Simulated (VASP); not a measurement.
Wanted: the native input for a VASP 6.6.1 run.

```yaml
Task: single point
Functional: LDA
Potentials_or_basis: VASP PAW LDA potentials, release 64 (W_sv, Se)
Cutoff: 520 eV
k_mesh: 12 × 12 × 1
Occupations: gaussian, width 0.01 eV
Spin: no spin polarisation
Dipole_correction: yes
Further_INCAR_settings: ALGO = Normal; EDIFF = 1e-07; NBANDS = 35
```

The structure of WSe2 lies in POSCAR:

```
WSe2
1.0
    3.2984100000      0.0000000000      0.0000000000
   -1.6492050000      2.8565068521      0.0000000000
    0.0000000000      0.0000000000     43.4680000000
W Se
2 4
Direct
    0.3333333333      0.6666666667      0.4181866588
    0.6666666667      0.3333333333      0.2719762197
    0.6666666667      0.3333333333      0.4560328427
    0.6666666667      0.3333333333      0.3802576124
    0.3333333333      0.6666666667      0.3099052660
    0.3333333333      0.6666666667      0.2341300357
```

One way to write it, as run:

INCAR

```
SYSTEM = WSe2
ALGO = Normal ; DIPOL = 0.5 0.5 0.345
EDIFF = 1E-7 ; ENCUT = 520
IDIPOL = 3 ; ISIF = 2
ISMEAR = 0 ; LASPH = .TRUE.
LCHARG = .FALSE. ; LDIPOL = .TRUE.
LREAL = .FALSE. ; LWAVE = .FALSE.
NBANDS = 35 ; NELM = 80
PREC = Accurate ; SIGMA = 0.01
```

KPOINTS

```
k-points
0
G
  12 12 1
  0 0 0
```

Potentials or basis: VASP PAW LDA potentials, release 64 (W_sv, Se).

The run is started by

```console
$ cat potpaw_LDA.64/W_sv/POTCAR potpaw_LDA.64/Se/POTCAR > POTCAR
$ mpirun -np 1 vasp_std > vasp.out
```

It gave:

* Largest force: 0.100 eV/Å
* Band gap on the k mesh: 1.21 eV (least direct gap 1.49 eV)

Caveat: spin-orbit coupling is left out, which moves the levels of the heavy elements.

Wall time 23 min on 1 thread of Intel Xeon 8259CL (shared host), peak memory 0.56 GiB.
